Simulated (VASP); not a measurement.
Set up this calculation in VASP 6.6.1, as the native input.

| Quantity | Value |
| --- | --- |
| Task | single point |
| Functional | PBE |
| Potentials or basis | VASP PAW PBE potentials, release 64 (C, H) |
| Cutoff | 520 eV |
| k mesh | 4 × 3 × 1 |
| Occupations | gaussian, width 0.1 eV |
| Spin | no spin polarisation |
| Dipole correction | yes |
| Further INCAR settings | LREAL = Auto; ALGO = Normal; EDIFF = 1e-07; NBANDS = 58 |

The structure of HC10 lies in POSCAR:

```
HC10
1.0
    8.5436715410      0.0000000000      0.0000000000
   -2.1359178852      8.6110540228      0.0000000000
    0.0000000000      0.0000000000     22.7788015587
C H
20 2
Direct
    0.0782061927      0.9794914374      0.1756018634
    0.5782061927      0.9794914374      0.1756018634
    0.4115395260      0.9794914374      0.1756018634
    0.9115395260      0.9794914374      0.1756018634
    0.3230790520      0.9589828748      0.2291807119
    0.8230790520      0.9589828748      0.2291807119
    0.1564123854      0.9589828748      0.2291807119
    0.6564123854      0.9589828748      0.2291807119
    0.0669021191      0.9383827998      0.2826780623
    0.5669021191      0.9383827998      0.2826780623
    0.4022889535      0.9383826011      0.2826780666
    0.9022889535      0.9383826011      0.2826780666
    0.3111130358      0.9176686260      0.3364248459
    0.8111130358      0.9176686260      0.3364248459
    0.1477209834      0.9176686383      0.3364247639
    0.6477209834      0.9176686383      0.3364247639
    0.0473696299      0.8987954532      0.3853929922
    0.5473696299      0.8987954532      0.3853929922
    0.4020260968      0.8987947219      0.3853934781
    0.9020260968      0.8987947219      0.3853934781
    0.1963156151      0.2321282990      0.4472926491
    0.3712989338      0.2321282990      0.4472926491
```

The input as run:

INCAR

```
  PREC = Accurate
  ENCUT = 520
  EDIFF = 1E-7
  ISMEAR = 0
  SIGMA = 0.1
  LREAL = Auto
  LASPH = T
  NELM = 100
  ALGO = Normal
  ISIF = 2
  LWAVE = F
  LCHARG = F
  LDIPOL = T
  IDIPOL = 3
  DIPOL = 0.5 0.5 0.297
  GGA = PE
  NBANDS = 58
```

KPOINTS

```
Automatic mesh
0
Gamma
  4 3 1
```

Potentials or basis: VASP PAW PBE potentials, release 64 (C, H).

Command:

```console
$ cat potpaw_PBE.64/C/POTCAR potpaw_PBE.64/H/POTCAR > POTCAR
$ mpirun -np 1 vasp_std > vasp.out
```

It gave:

```yaml
Largest_force: 6.912 eV/Å
Band_gap_on_the_k_mesh: 0.26 eV (least direct gap 0.37 eV)
```

Wall time 22 min on 1 thread of Intel(R) Xeon(R) 6975P-C (Granite Rapids) (shared host), peak memory 1.6 GiB.
